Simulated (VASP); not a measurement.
# La2TaO5 (P1) in VASP: single point with PBE

Aim: the single point of La2TaO5 with PBE.

Program: VASP 6.6.1. These are calculated values, not measurements. Logs are shortened: lines on timing, memory, paths and dates and some standing lists are left out, and cuts for length are marked.

## Step 1: The cell of the first run

The typed cell holds 16 atoms: a = 6.194 Å, b = 7.099 Å, c = 7.114 Å, α = 79.11°, β = 64.07°, γ = 64.32°.

## Step 2: Single point, PBE

File INCAR:

```
PREC = Accurate ; ENCUT = 600
EDIFF = 1E-6 ; ISMEAR = 0
SIGMA = 0.1 ; LREAL = F
LASPH = T ; NELM = 200
ALGO = Normal ; ISIF = 2
LWAVE = F ; LCHARG = T
GGA = PE ; LELF = T
LVHAR = T ; NBANDS = 77
GGA_COMPAT = F ; LMAXMIX = 6
```

File KPOINTS:

```
regular mesh
0
Gamma
  4 4 4
```

File POSCAR:

```
La2TaO5
1.0
    0.0019116233     -0.0114602831      6.1935967745
   -4.5216637925      4.5198095650      3.0866394345
   -4.5215861334     -4.5311719611      3.1040389501
La Ta O
4 2 10
Direct
    0.1740109681      0.2139591580      0.4379050407
    0.8259616221      0.7860296864      0.5620924886
    0.6120864090      0.5621545136      0.2139783055
    0.3879803279      0.4378482220      0.7860029942
    0.2256154487      0.9998337692      0.9999682130
    0.7743910431      1.0001684657      1.0000301800
    0.0836598740      0.2838913369      0.0969818662
    0.4647565369      0.7159224500      0.9028601574
    0.1760456750      0.9028187778      0.2845685395
    0.3636845120      0.0969836503      0.7152953124
    0.5390892921      0.2847674946      0.0972960910
    0.9210625266      0.7154175345      0.9028821112
    0.6322642882      0.9031435567      0.2840069716
    0.8193765194      0.0970579937      0.7161376242
    0.7501366207      0.4999490448      0.4997045731
    0.2498783364      0.5000543459      0.5002895312
```

Potentials or basis: VASP PAW PBE potentials, release 64 (La, Ta_pv, O).

The run is started by

```
cat potpaw_PBE.64/La/POTCAR potpaw_PBE.64/Ta_pv/POTCAR potpaw_PBE.64/O/POTCAR > POTCAR
mpirun -np 1 vasp_std > vasp.out
```

OUTCAR:

```text
PREC = Accurate
   ENCUT = 600
   EDIFF = 1E-6
   ISMEAR = 0
   LREAL = F
   LASPH = T
   NELM = 200
   ISIF = 2
   GGA = PE

 ion  position               nearest neighbor table
   1  0.174  0.214  0.438-  16 2.43  15 2.43  10 2.55  14 2.57  13 2.62   7 2.63   9 2.64  11 2.64
                             6 3.55   5 3.55
   2  0.826  0.786  0.562-  15 2.43  16 2.43   9 2.55  13 2.58  14 2.62   8 2.63  10 2.64  12 2.65
                             5 3.55   6 3.55
   3  0.612  0.562  0.214-  16 2.43  15 2.43  11 2.55   7 2.57  13 2.63   8 2.63  12 2.63   9 2.65
                             6 3.55   5 3.56
   4  0.388  0.438  0.786-  15 2.43  16 2.43  12 2.55   8 2.57   7 2.62  14 2.63  10 2.64  11 2.64
                             5 3.55   6 3.56
   5  0.226  1.000  1.000-   7 1.94  10 1.94   8 1.94   9 1.94   6 2.79   6 3.40   4 3.55   2 3.55
                             1 3.55   3 3.56
   6  0.774  0.000  0.000-  13 1.94  12 1.94  14 1.94  11 1.94   5 2.79   5 3.40   3 3.55   1 3.55
                             2 3.55   4 3.56
   7  0.084  0.284  0.097-   5 1.94   3 2.57   4 2.62   1 2.63
   8  0.465  0.716  0.903-   5 1.94   4 2.57   2 2.63   3 2.63
   9  0.176  0.903  0.285-   5 1.94   2 2.55   1 2.64   3 2.65
  10  0.364  0.097  0.715-   5 1.94   1 2.55   2 2.64   4 2.64
  11  0.539  0.285  0.097-   6 1.94   3 2.55   1 2.64   4 2.64
  12  0.921  0.715  0.903-   6 1.94   4 2.55   3 2.63   2 2.65
  13  0.632  0.903  0.284-   6 1.94   2 2.58   1 2.62   3 2.63
  14  0.819  0.097  0.716-   6 1.94   1 2.57   2 2.62   4 2.63
  15  0.750  0.500  0.500-   2 2.43   4 2.43   3 2.43   1 2.43
  16  0.250  0.500  0.500-   1 2.43   3 2.43   4 2.43   2 2.43

  LATTYP: Found a triclinic cell.
 ALAT       =    11.2685677885
 B/A-ratio  =     0.5496357468
 C/A-ratio  =     0.8026895867
 COS(alpha) =     0.0006313105
 COS(beta)  =     0.4018572385
 COS(gamma) =     0.8231918538

  Lattice vectors:

 A1 = (   4.5254093800,   4.5082513949,   9.2831545989)
 A2 = (   0.0019116233,  -0.0114602831,   6.1935967745)
 A3 = (   9.0451615492,  -0.0000978870,   0.0029183899)

Analysis of symmetry for initial positions (statically):
=====================================================================
 Subroutine PRICEL returns:
 Original cell was already a primitive cell.

 Routine SETGRP: Setting up the symmetry group for a
 triclinic supercell.

 Subroutine GETGRP returns: Found  1 space group operations
 (whereof  1 operations were pure point group operations)
 out of a pool of  2 trial point group operations.

The static configuration has the point symmetry C_1 .

Analysis of symmetry for dynamics (positions and initial velocities):
=====================================================================
 Subroutine PRICEL returns:
 Original cell was already a primitive cell.

 Routine SETGRP: Setting up the symmetry group for a
 triclinic supercell.

 Subroutine GETGRP returns: Found  1 space group operations
 (whereof  1 operations were pure point group operations)
 out of a pool of  2 trial point group operations.

The dynamic configuration has the point symmetry C_1 .

 Subroutine INISYM returns: Found  1 space group operations
 (whereof  1 operations are pure point group operations),
 and found     1 'primitive' translations

----------------------------------------------------------------------------------------

                                     Primitive cell

  volume of cell :     253.5265

  direct lattice vectors                    reciprocal lattice vectors
     0.001911623 -0.011460283  6.193596774     0.110504266  0.000311267  0.161423541
    -4.521663793  4.519809565  3.086639434    -0.110555226  0.110484765  0.000238557
    -4.521586133 -4.531171961  3.104038950    -0.110557486 -0.110486531 -0.000170315

  length of vectors
     6.193607672  7.099398915  7.114163219     0.195624255  0.156299067  0.156301824

  position of ions in fractional coordinates (direct lattice)
     0.174010968  0.213959158  0.437905041
     0.825961622  0.786029686  0.562092489
     0.612086409  0.562154514  0.213978305
     0.387980328  0.437848222  0.786002994
     0.225615449  0.999833769  0.999968213
     0.774391043  0.000168466  0.000030180
[... 8 lines left out ...]
     0.750136621  0.499949045  0.499704573
     0.249878336  0.500054346  0.500289531

  ion indices of the primitive-cell ions
   primitive index   ion index
                 1           1
                 2           2
                 3           3
                 4           4
                 5           5
                 6           6
[... 8 lines left out ...]
                15          15
                16          16

----------------------------------------------------------------------------------------

 KPOINTS: regular mesh

Automatic generation of k-mesh.
 Grid dimensions read from file:
 generate k-points for:    4    4    4

 Generating k-lattice:

  Cartesian coordinates                     Fractional coordinates (reciprocal lattice)
     0.027626066  0.000077817  0.040355885     0.250000000  0.000000000  0.000000000
    -0.027638807  0.027621191  0.000059639     0.000000000  0.250000000  0.000000000
    -0.027639371 -0.027621633 -0.000042579    -0.000000000  0.000000000  0.250000000

  Length of vectors
     0.048906064  0.039074767  0.039075456

  Shift w.r.t. Gamma in fractional coordinates (k-lattice)
     0.000000000  0.000000000  0.000000000

 Subroutine IBZKPT returns following result:
 ===========================================

 Found     36 irreducible k-points:

 Following reciprocal coordinates:
            Coordinates               Weight
  0.000000  0.000000  0.000000      1.000000
  0.250000  0.000000  0.000000      2.000000
  0.500000  0.000000  0.000000      1.000000
  0.000000  0.250000 -0.000000      2.000000
  0.250000  0.250000  0.000000      2.000000
  0.500000  0.250000  0.000000      2.000000
[... 16 lines left out ...]
  0.000000 -0.250000  0.250000      2.000000
  0.250000 -0.250000  0.250000      2.000000
 [... further k-points ...]
   k-points           NKPTS =     36   k-points in BZ     NKDIM =     36   number of bands    NBANDS=     77
   number of dos      NEDOS =    301   number of ions     NIONS =     16
   total plane-waves  NPLWV = 180000
   dimension x,y,z NGX =    50 NGY =   60 NGZ =   60
   dimension x,y,z NGXF=   100 NGYF=  120 NGZF=  120
   ions per type =               4   2  10
   NGX,Y,Z   is equivalent  to a cutoff of  13.42, 14.05, 14.02 a.u.
   NGXF,Y,Z  is equivalent  to a cutoff of  26.84, 28.10, 28.04 a.u.
 SYSTEM =  unknown system
   PREC   = accura    normal or accurate (medium, high low for compatibility)
   ISTART =      0    job   : 0-new  1-cont  2-samecut
   ICHARG =      2    charge: 1-file 2-atom 10-const
   ISPIN  =      1    spin polarized calculation?
   LNONCOLLINEAR =      F non collinear calculations
   LSORBIT =      F    spin-orbit coupling
   LASPH  =      T    aspherical Exc in radial PAW
   ENCUT  =  600.0 eV  44.10 Ry    6.64 a.u.  12.37 14.18 14.21*2*pi/ulx,y,z
   NELM   =    200;   NELMIN=  2; NELMDL= -5     # of ELM steps
   EDIFF  = 0.1E-05   stopping-criterion for ELM
   LREAL  =      F    real-space projection
   EDIFFG = 0.1E-04   stopping-criterion for IOM
   NSW    =      0    number of steps for IOM
   IBRION =     -1    ionic relax: 0-MD 1-quasi-New 2-CG
   NFREE  =      0    steps in history (QN), initial steepest desc. (CG)
   ISIF   =      2    stress and relaxation
   ISYM   =      2    0-nonsym 1-usesym 2-fastsym
   POTIM  = 0.5000    time-step for ionic-motion
   TEBEG  =    0.0;   TEEND  =   0.0 temperature during run
   PSTRESS=    0.0 pullay stress
   NELECT =     126.0000    total number of electrons
   NUPDOWN=      -1.0000    fix difference up-down
   EMIN   =  10.00;   EMAX   =-10.00  energy-range for DOS
   EFERMI =   0.00;   METHOD = LEGACY
   ISMEAR =     0;   SIGMA  =   0.10  broadening in eV -4-tet -1-fermi 0-gaus
   EFERMI_NEDOS =   21; number of points for ismear=-14 and -15
   IALGO  =     38    algorithm
   IMIX   =      4    mixing-type and parameters
     AMIX     =   0.40;   BMIX     =  1.00
     AMIX_MAG =   1.60;   BMIX_MAG =  1.00
  volume/ion in A,a.u.               =      15.85       106.93
  Fermi-wavevector in a.u.,A,eV,Ry     =   1.296753  2.450508 22.879123  1.681568
  Thomas-Fermi vector in A             =   2.428189
   LORBIT       =      0    0 simple, 1 ext, 2 COOP (PROOUT), +10 PAW based schemes
   GGA     = PE    functional components
   LHFCALC =     F    Hartree Fock is set to
   AEXX    =    0.0000 exact exchange contribution
   IVDW    =     0    specifies the selected vdW correction
   LEPSILON=     F    determine dielectric tensor
   LRPA    =     F    only Hartree local field effects (RPA)
 non-spin polarized calculation
 Gauss-broadening in eV      SIGMA  =   0.10
  energy-cutoff  :      600.00
  volume of cell :      253.53
 maximum number of plane-waves:      8498
 NGX is ok and might be reduce to    50
   NGX = 25   NGY = 29   NGZ = 29

 number of electron     126.0000004 magnetization

 Free energy of the ion-electron system (eV)
  ---------------------------------------------------
  ext. energy  EPLUGINS =         0.00000000
  ---------------------------------------------------
  free energy    TOTEN  =      -143.87974876 eV

  energy without entropy =     -143.87974876  energy(sigma->0) =     -143.87974876

 E-fermi :   5.0866     XC(G=0): -10.2833

 val. band max:        4.5328765890   @ k =   0.5000  -0.2500   0.2500
 cond. band min:       6.4895803321   @ k =   0.5000   0.2500   0.2500
 fundamental gap:      1.9567037431
 Fermi energy:         5.0866072416

 k-point     1 :       0.0000    0.0000    0.0000
  band No.  band energies     occupation
      1     -29.4115      2.00000
      2     -29.2533      2.00000
      3     -29.2530      2.00000
      4     -29.1928      2.00000
      5     -29.1926      2.00000
      6     -28.8684      2.00000
[... 67 lines left out ...]
     74       9.3088      0.00000
     75       9.3537      0.00000
[... 1792 lines left out ...]
     74       9.2357      0.00000
     75       9.3177      0.00000

 [... further k-points ...]

 [bands above 75 left out]

------------------------ aborting loop because EDIFF is reached ----------------------------------------

  FORCE on cell =-STRESS in cart. coord.  units (eV):
  Direction    XX          YY          ZZ          XY          YZ          ZX
  --------------------------------------------------------------------------------------
  -------------------------------------------------------------------------------------
  Total        0.2332241      0.0873381     -0.4561274      0.0218365      0.2190676     -0.0366526
  in kB        1.4738751      0.5519391     -2.8825268      0.1379973      1.3844120     -0.2316284
  external PRESSURE =      -0.2855709 kB  Pullay stress =       0.0000000 kB

 VOLUME and BASIS-vectors are now :
 -----------------------------------------------------------------------------
  energy-cutoff  :      600.00
  volume of cell :      253.53
      direct lattice vectors                 reciprocal lattice vectors
     0.001911623 -0.011460283  6.193596774     0.110504266  0.000311267  0.161423541
    -4.521663793  4.519809565  3.086639434    -0.110555226  0.110484765  0.000238557
    -4.521586133 -4.531171961  3.104038950    -0.110557486 -0.110486531 -0.000170315

 POSITION                                       TOTAL-FORCE (eV/Angst)
 -----------------------------------------------------------------------------------
     -2.94714     -1.01916      3.09744        -0.009700      0.001167      0.000103
     -6.09413      0.99630      9.28662         0.009816     -0.001151      0.000893
     -3.50822      1.56424      6.19038        -0.001150     -0.009866     -0.001139
     -5.53304     -1.58697      6.19426         0.001089      0.009805     -0.000283
     -9.04192     -0.01456      7.58744         0.000155     -0.001119     -0.074796
      0.00058     -0.00825      4.79688        -0.000194      0.001275      0.074442
[... 8 lines left out ...]
     -4.51862     -0.01317      7.74031        -0.000200     -0.000029      0.000064
     -4.52270     -0.00961      4.64405         0.000236      0.000031     -0.000147
 -----------------------------------------------------------------------------------
    total drift:                               -0.000045     -0.000079      0.000085

  FREE ENERGIE OF THE ION-ELECTRON SYSTEM (eV)
  ---------------------------------------------------
  free  energy   TOTEN  =      -143.8797487552 eV

  energy  without entropy=     -143.8797487552  energy(sigma->0) =     -143.87974876
```

It took 19 min on 1 thread of Intel Xeon 6975P-C (Granite Rapids), shared host; peak memory 0.9 GiB.

Results:

```
Free energy            : -143.8797 eV
Pressure               : 0.0 GPa
Largest force          : 0.110 eV/Å
Band gap on the k mesh : 1.96 eV
```

Forces on the atoms (eV/Å):
```
La  -0.010  0.001  0.000
La   0.010 -0.001  0.001
La  -0.001 -0.010 -0.001
La   0.001  0.010  0.000
Ta   0.000 -0.001 -0.075
Ta   0.000  0.001  0.074
O   -0.098  0.049  0.015
O    0.098 -0.048  0.015
O   -0.047 -0.097  0.012
O    0.048  0.098  0.012
O   -0.097  0.048 -0.011
O    0.097 -0.049 -0.012
O   -0.048 -0.098 -0.015
O    0.047  0.097 -0.015
O    0.000  0.000  0.000
O    0.000  0.000  0.000
```

Levels at points of the mesh, in eV from the valence-band top:
```
           k point  band 60  band 61  band 62  band 63  band 64  band 65  band 66  band 67
(0.00, 0.00, 0.00)    -0.75    -0.74    -0.62    -0.62     2.82     2.82     3.82     4.29
(0.50, 0.00, 0.00)    -0.63    -0.51    -0.48     0.00     1.99     3.14     3.16     4.19
(0.00, 0.50, 0.00)    -0.82    -0.78    -0.69    -0.37     2.58     2.84     4.14     4.40
(0.50, 0.50, 0.00)    -0.62    -0.50    -0.48     0.00     1.98     3.14     3.16     4.19
(0.00, 0.00, 0.50)    -0.82    -0.78    -0.69    -0.37     2.58     2.84     4.14     4.40
(0.50, 0.00, 0.50)    -0.62    -0.50    -0.48     0.00     1.98     3.14     3.16     4.19
(0.00, 0.50, 0.50)    -0.64    -0.64    -0.59    -0.59     2.58     2.58     4.23     4.35
(0.50, 0.50, 0.50)    -0.62    -0.50    -0.48     0.00     1.98     3.14     3.16     4.19
```

Caveat: spin-orbit coupling is left out, which moves the levels of the heavy elements. A k mesh can miss the band edges.
